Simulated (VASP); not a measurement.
# Ni3Ge (Pm-3m) in VASP: notebook, part 2 of 2

VASP 6.6.1. Earlier steps stand in the parts before.

### 3 Relaxation of cell and atoms, r2SCAN

Contents of POSCAR:

```
Ni3Ge
1.0
    3.5303341067      0.0000000000      0.0000000000
    0.0000000000      3.5303341067      0.0000000000
    0.0000000000      0.0000000000      3.5303341067
Ni Ge
3 1
Direct
    0.5000000000      0.0000000000      0.5000000000
    0.0000000000      0.5000000000      0.5000000000
    0.5000000000      0.5000000000      0.0000000000
    0.0000000000      0.0000000000      0.0000000000
```

Contents of INCAR.step1:

```
ALGO = Normal
EDIFF = 1E-5
EDIFFG = -0.005
ENCUT = 660
GGA = PE
GGA_COMPAT = F
IBRION = 2
ISIF = 3
ISMEAR = 0
LASPH = T
LCHARG = F
LREAL = F
LWAVE = T
NELM = 120
NELMIN = 4
NSW = 100
PREC = Accurate
SIGMA = 0.1
```

Contents of INCAR.step2:

```
ALGO = Normal
EDIFF = 1E-7
EDIFFG = -0.01
ENCUT = 660
GGA_COMPAT = F
IBRION = 2
ISIF = 3
ISMEAR = 0
ISTART = 1
LASPH = T
LCHARG = F
LMIXTAU = T
LREAL = F
LWAVE = F
METAGGA = R2SCAN
NELM = 120
NELMIN = 4
NSW = 80
PREC = Accurate
SIGMA = 0.1
```

Contents of KPOINTS:

```
k-points
0
Gamma
  12 12 12
```

Potentials or basis: VASP PAW PBE potentials, release 64 (Ni, Ge_d).

Run with:

```bash
$ cat potpaw_PBE.64/Ni/POTCAR potpaw_PBE.64/Ge_d/POTCAR > POTCAR
$ cp INCAR.step1 INCAR
$ mpirun -np 1 vasp_std > vasp.out
$ cp INCAR.step2 INCAR
$ mpirun -np 1 vasp_std > vasp.out
```

OUTCAR:

```text
EDIFF = 1E-7
   EDIFFG = -0.01
   ENCUT = 660
   IBRION = 2
   ISIF = 3
   ISMEAR = 0
   ISTART = 1
   LASPH = T
   LREAL = F
   METAGGA = R2SCAN
   NELM = 120
   NELMIN = 4
   NSW = 80
   PREC = Accurate

 ion  position               nearest neighbor table
   1  0.500  0.000  0.500-   2 2.50   3 2.50   4 2.50   3 2.50   4 2.50   2 2.50   3 2.50   3 2.50
                             2 2.50   4 2.50   4 2.50   2 2.50
   2  0.000  0.500  0.500-   1 2.50   3 2.50   4 2.50   3 2.50   4 2.50   1 2.50   4 2.50   4 2.50
                             1 2.50   3 2.50   3 2.50   1 2.50
   3  0.500  0.500  0.000-   1 2.50   2 2.50   4 2.50   1 2.50   2 2.50   1 2.50   4 2.50   1 2.50
                             2 2.50   4 2.50   2 2.50   4 2.50
   4  0.000  0.000  0.000-   1 2.50   2 2.50   3 2.50   1 2.50   2 2.50   2 2.50   3 2.50   2 2.50
                             1 2.50   3 2.50   1 2.50   3 2.50

  LATTYP: Found a simple cubic cell.
 ALAT       =     3.5303341067

  Lattice vectors:

 A1 = (   3.5303341067,   0.0000000000,   0.0000000000)
 A2 = (   0.0000000000,   3.5303341067,   0.0000000000)
 A3 = (   0.0000000000,   0.0000000000,   3.5303341067)

Analysis of symmetry for initial positions (statically):
=====================================================================
 Subroutine PRICEL returns:
 Original cell was already a primitive cell.

 Routine SETGRP: Setting up the symmetry group for a
 simple cubic supercell.

 Subroutine GETGRP returns: Found 48 space group operations
 (whereof 48 operations were pure point group operations)
 out of a pool of 48 trial point group operations.

The static configuration has the point symmetry O_h .

Analysis of symmetry for dynamics (positions and initial velocities):
=====================================================================
 Subroutine PRICEL returns:
 Original cell was already a primitive cell.

[... 137 lines left out ...]
   LHFCALC =     F    Hartree Fock is set to
   AEXX    =    0.0000 exact exchange contribution
   IVDW    =     0    specifies the selected vdW correction
   LEPSILON=     F    determine dielectric tensor
   LRPA    =     F    only Hartree local field effects (RPA)
 conjugate gradient relaxation of ions
 non-spin polarized calculation
 Gauss-broadening in eV      SIGMA  =   0.10
  energy-cutoff  :      660.00
  volume of cell :       44.00
 maximum number of plane-waves:      1743
 NGX is ok and might be reduce to    30
   NGX = 15   NGY = 15   NGZ = 15

--------------------------------------- Ionic step        1  -------------------------------------------

 number of electron      43.9999953 magnetization

 Free energy of the ion-electron system (eV)
  ---------------------------------------------------
  ext. energy  EPLUGINS =         0.00000000
  ---------------------------------------------------
  free energy    TOTEN  =       -50.75743300 eV

  energy without entropy =      -50.74678591  energy(sigma->0) =      -50.75210946

------------------------ aborting loop because EDIFF is reached ----------------------------------------

  FORCE on cell =-STRESS in cart. coord.  units (eV):
  Direction    XX          YY          ZZ          XY          YZ          ZX
  --------------------------------------------------------------------------------------
  -------------------------------------------------------------------------------------
  Total        0.1538663      0.1538663      0.1538663      0.0000000     -0.0000000     -0.0000000
  in kB        5.6028200      5.6028200      5.6028200      0.0000000     -0.0000000     -0.0000000
  external PRESSURE =       5.6028200 kB  Pullay stress =       0.0000000 kB
[... 63 lines left out ...]
--------------------------------------- Ionic step        3  -------------------------------------------

 number of electron      43.9999955 magnetization

 Free energy of the ion-electron system (eV)
  ---------------------------------------------------
  ext. energy  EPLUGINS =         0.00000000
  ---------------------------------------------------
  free energy    TOTEN  =       -50.75763860 eV

  energy without entropy =      -50.74697464  energy(sigma->0) =      -50.75230662

 E-fermi :  10.1408     XC(G=0): -14.7346

 val. band max:       10.1383487033   @ k =   0.0833   0.0833   0.0000
 cond. band min:      10.1408550916   @ k =   0.4167   0.4167   0.3333
 fundamental gap:      0.0025063883
 Fermi energy:        10.1408261705

 k-point     1 :       0.0000    0.0000    0.0000
  band No.  band energies     occupation
      1     -15.2895      2.00000
      2     -15.2895      2.00000
      3     -15.2749      2.00000
      4     -15.2749      2.00000
      5     -15.2749      2.00000
      6      -2.9087      2.00000
[... 685 lines left out ...]
     25      14.8803      0.00000
     26      16.6907      0.00000

 [... further k-points ...]

------------------------ aborting loop because EDIFF is reached ----------------------------------------

  FORCE on cell =-STRESS in cart. coord.  units (eV):
  Direction    XX          YY          ZZ          XY          YZ          ZX
  --------------------------------------------------------------------------------------
  -------------------------------------------------------------------------------------
  Total       -0.0007209     -0.0007209     -0.0007209      0.0000000      0.0000000     -0.0000000
  in kB       -0.0261807     -0.0261807     -0.0261807      0.0000000      0.0000000     -0.0000000
  external PRESSURE =      -0.0261807 kB  Pullay stress =       0.0000000 kB
[... 19 lines left out ...]
  FREE ENERGIE OF THE ION-ELECTRON SYSTEM (eV)
  ---------------------------------------------------
  free  energy   TOTEN  =       -50.7576385984 eV

  energy  without entropy=      -50.7469746372  energy(sigma->0) =      -50.75230662

 reached required accuracy - stopping structural energy minimisation
```

OUTCAR.step1:

```text
EDIFF = 1E-5
   EDIFFG = -0.005
   ENCUT = 660
   GGA = PE
   IBRION = 2
   ISIF = 3
   ISMEAR = 0
   LASPH = T
   LREAL = F
   NELM = 120
   NELMIN = 4
   NSW = 100
   PREC = Accurate

[... 1184 lines left out ...]
 fundamental gap:      0.0322515998
 Fermi energy:         9.7849512372

 k-point     1 :       0.0000    0.0000    0.0000
  band No.  band energies     occupation
      1     -14.8849      2.00000
      2     -14.8849      2.00000
      3     -14.8729      2.00000
      4     -14.8729      2.00000
      5     -14.8729      2.00000
      6      -2.4222      2.00000
[... 718 lines left out ...]
  FREE ENERGIE OF THE ION-ELECTRON SYSTEM (eV)
  ---------------------------------------------------
  free  energy   TOTEN  =       -22.0988920198 eV

  energy  without entropy=      -22.0883823143  energy(sigma->0) =      -22.09363717

 reached required accuracy - stopping structural energy minimisation
```

OSZICAR.step1:

```text
N       E                     dE             d eps       ncg     rms          rms(c)
DAV:   1     0.348253583362E+03    0.34825E+03   -0.24067E+04  4576   0.446E+03
DAV:   2     0.194970088375E+02   -0.32876E+03   -0.32140E+03  4368   0.664E+02
DAV:   3    -0.235300963907E+02   -0.43027E+02   -0.41980E+02  4380   0.206E+02
DAV:   4    -0.250140040213E+02   -0.14839E+01   -0.14752E+01  4776   0.436E+01
[... 58 lines left out ...]
       N       E                     dE             d eps       ncg     rms          rms(c)
DAV:   1    -0.220989408630E+02   -0.53166E-04   -0.62496E-04  4562   0.380E-01    0.579E-02
DAV:   2    -0.220989277878E+02    0.13075E-04   -0.58533E-04  4568   0.321E-01    0.430E-02
DAV:   3    -0.220988946980E+02    0.33090E-04   -0.17032E-04  4320   0.183E-01    0.116E-02
DAV:   4    -0.220988920198E+02    0.26782E-05   -0.61314E-06  2362   0.271E-02
   8 F= -.22098892E+02 E0= -.22093637E+02  d E =-.267361E-04
```

Wall time 24 min (1 thread of Oxide Virtual Turin-like, shared host); peak memory 0.24 GiB.

Results:

* Free energy: -50.7576 eV
* Relaxed volume: 11.03 Å³/atom
* Relaxed cell: a = 3.533 Å, b = 3.533 Å, c = 3.533 Å, α = 90.00°, β = 90.00°, γ = 90.00°
* Space group after relaxing (to 0.1 Å): Pm-3m (No. 221)
* Energy gained by relaxing: 0.1 meV/atom
* Ionic steps: 3
* Pressure after relaxing: 0.0 GPa
* Band gap on the k mesh: zero (bands 22 and 23 overlap by 0.26 eV)

Step by step:
| step | energy change (eV) | largest force (eV/Å) | pressure (GPa) | volume (Å³) |
| --- | --- | --- | --- | --- |
| 1 | 0.0000 | 0.0000 | 0.56 | 44.00 |
| 2 | 0.0000 | 0.0000 | -0.60 | 44.24 |
| 3 | -0.0002 | 0.0000 | 0.00 | 44.11 |

Final structure:
```cif
data_structure
_symmetry_space_group_name_H-M 'P 1'
_symmetry_Int_Tables_number 1
_cell_length_a 3.5334
_cell_length_b 3.5334
_cell_length_c 3.5334
_cell_angle_alpha 90.000
_cell_angle_beta 90.000
_cell_angle_gamma 90.000
_cell_volume 44.11
loop_
_atom_site_label
_atom_site_type_symbol
_atom_site_fract_x
_atom_site_fract_y
_atom_site_fract_z
_atom_site_occupancy
Ni1 Ni 0.50000 0.00000 0.50000 1
Ni2 Ni 0.00000 0.50000 0.50000 1
Ni3 Ni 0.50000 0.50000 0.00000 1
Ge1 Ge 0.00000 0.00000 0.00000 1
```

Caveat: the PAW data sets were made with another functional, which shifts forces and pressure a little.
